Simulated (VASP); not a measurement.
Wanted: the native input for a VASP 6.6.1 run.

| Quantity | Value |
| --- | --- |
| Task | single point |
| Functional | PBE |
| Potentials or basis | VASP PAW PBE potentials, release 64 (B, As) |
| Cutoff | 520 eV |
| k mesh | 8 × 8 × 4 |
| Occupations | gaussian, width 0.2 eV |
| Spin | no spin polarisation |
| Dipole correction | no |
| Further INCAR settings | ALGO = Normal; EDIFF = 1e-07; NBANDS = 22 |

The structure of B5As2 lies in POSCAR:

```
B5As2
1.0
    0.0000000000     -3.1523368447      0.0000000000
   -2.9351158239      1.5761684223      0.0020564111
    0.5219738931      0.0000000000     -8.4115967340
B As
5 2
Direct
    1.0000000000      1.0000000000      0.5000000000
    0.2698508525      0.5397017051      0.5556928911
    0.7301491475      0.4602982949      0.4443071089
    0.0050582810      0.0101165620      0.1009411532
    0.9949417190      0.9898834380      0.8990588468
    0.3100028225      0.6200056451      0.8028078095
    0.6899971775      0.3799943549      0.1971921905
```

These files were run (other wordings do the same):

INCAR

```
PREC = Accurate
ENCUT = 520
EDIFF = 1E-7
ISMEAR = 0
SIGMA = 0.2
LREAL = F
LASPH = T
NELM = 80
ALGO = Normal
ISIF = 2
LWAVE = F
LCHARG = T
GGA = PE
LELF = T
LVHAR = T
NBANDS = 22
```

KPOINTS

```
Automatic mesh
0
Gamma
  8 8 4
```

Potentials or basis: VASP PAW PBE potentials, release 64 (B, As).

Run with:

```sh
$ cat potpaw_PBE.64/B/POTCAR potpaw_PBE.64/As/POTCAR > POTCAR
$ mpirun -np 1 vasp_std > vasp.out
```

It gave:

```yaml
Pressure: 0.5 GPa
Largest_force: 0.063 eV/Å
```

Wall time 66 s on 1 thread of Intel(R) Xeon(R) Platinum 8559C (Emerald Rapids), with other jobs on the host, peak memory 0.26 GiB.
